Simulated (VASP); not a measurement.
Input of a VASP 6.6.1 run:

File INCAR:

```
SYSTEM = Sb
  PREC = Accurate
  ENCUT = 520
  EDIFF = 1E-6
  ISMEAR = -1
  SIGMA = 0.15
  LREAL = .False.
  LASPH = .True.
  NELM = 80
  ALGO = Normal
  ISIF = 2
  LWAVE = .False.
  LCHARG = .False.
  GGA = PS
  NBANDS = 8
```

File KPOINTS:

```
Automatic mesh
0
Gamma
  12 12 12
  0 0 0
```

The input POSCAR:

```
Sb
1.0
    3.0833436100      0.0000000000      0.0000000000
    0.0000000000      3.0833436100      0.0000000000
    0.0000000000      0.0000000000      3.0833436100
Sb
1
Direct
    0.0000000000      0.0000000000      0.0000000000
```

Potentials or basis: VASP PAW PBE potentials, release 64 (Sb).

Run with:

```bash
$ cat potpaw_PBE.64/Sb/POTCAR > POTCAR
$ mpirun -np 1 vasp_std > vasp.out
```

Q: What does it give for the pressure?

A: -1.0 GPa.

Caveat: the PAW data sets were made with another functional, which shifts forces and pressure a little.
